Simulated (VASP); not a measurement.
## NbTe: single point with PBE

The system is NbTe.

```xyz
2
Lattice="3.7030 0.0000 0.0000 -1.8515 3.2069 0.0000 0.0000 0.0000 3.6942" Properties=species:S:1:pos:R:3 pbc="T T T"
Nb    0.0000    0.0000    1.8471
Te    1.8515    1.0690    0.0000
```

```json
{"Program": "VASP 6.6.1", "Task": "single point", "Functional": "PBE", "Potentials or basis": "VASP PAW PBE potentials, release 64 (Nb_sv, Te)", "Cutoff": "520 eV", "k mesh": "1 × 5 × 2", "Occupations": "gaussian, width 0.1 eV", "Spin": "no spin polarisation", "Dipole correction": "no", "Further INCAR settings": "ALGO = Normal; EDIFF = 1e-06; NBANDS = 16; ISYM = 0"}
```

```json
{
  "Pressure": "4.5 GPa",
  "Largest force": "0.241 eV/Å"
}
```

Forces on the atoms (eV/Å):
```
Nb   0.000  0.241  0.000
Te   0.000 -0.241  0.000
```

Stress tensor (GPa, compression positive):
```
23.77  0.00  0.00
 0.00 -0.61  0.00
 0.00  0.00 -9.60
```

Levels at points of the mesh, in eV from the Fermi level:
```
           k point  band 7  band 8  band 9  band 10  band 11  band 12
(0.00, 0.00, 0.00)   -3.21   -2.96   -2.37     0.00     0.27     2.37
(0.00, 0.00, 0.50)   -2.82   -2.72   -0.81    -0.74     0.58     1.47
```

Wall time 6.9 s on 1 thread of Intel Xeon 6975P-C (shared host), peak memory 0.15 GiB.

Caveat: the k points lie up to 1.96 Å⁻¹ apart; spin-orbit coupling is left out, which moves the levels of the heavy elements.
